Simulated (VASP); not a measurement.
Tl2I: single point with r2SCAN

Crystal: Tl2I.

```
Tl I
1.0
     0.00000    4.08069    4.08069
     4.08069    0.00000    4.08069
     4.08069    4.08069    0.00000
Tl I
2 1
Direct
  0.25000 0.25000 0.25000
  0.75000 0.75000 0.75000
  0.00000 0.00000 0.00000
```

```json
{
  "Program": "VASP 6.6.1",
  "Task": "single point",
  "Functional": "r2SCAN",
  "Potentials or basis": "VASP PAW PBE potentials, release 64 (Tl_d, I)",
  "Cutoff": "520 eV",
  "k mesh": "10 × 10 × 10",
  "Occupations": "gaussian, width 0.1 eV",
  "Spin": "no spin polarisation",
  "Dipole correction": "no",
  "Further INCAR settings": "ALGO = Normal; EDIFF = 1e-07; NBANDS = 24"
}
```

```yaml
Pressure: 0.0 GPa
Band_gap_on_the_k_mesh: zero (an odd number of electrons rules out a gap without spin polarisation)
```

Levels at points of the mesh, in eV from the Fermi level:
| k point | band 12 | band 13 | band 14 | band 15 | band 16 | band 17 | band 18 | band 19 | band 20 | band 21 |
| --- | --- | --- | --- | --- | --- | --- | --- | --- | --- | --- |
| (0.00, 0.00, 0.00) | -7.42 | -5.69 | -4.26 | -4.26 | -4.26 | -0.22 | -0.22 | -0.22 | 3.13 | 3.13 |
| (0.50, 0.00, 0.00) | -7.74 | -6.84 | -4.50 | -4.50 | -3.05 | 0.44 | 0.44 | 1.27 | 1.75 | 2.58 |
| (0.50, 0.50, 0.00) | -7.95 | -6.54 | -4.89 | -4.89 | -2.62 | -1.28 | 1.50 | 1.50 | 3.23 | 3.23 |

Run time: 31 min on 1 thread of Intel Xeon 8259CL (shared host), peak memory 0.44 GiB.

Caveat: the PAW data sets were made with another functional, which shifts forces and pressure a little; spin-orbit coupling is left out, which moves the levels of the heavy elements; an odd number of electrons without spin polarisation forces a metal; a magnetic or distorted state may lie lower.
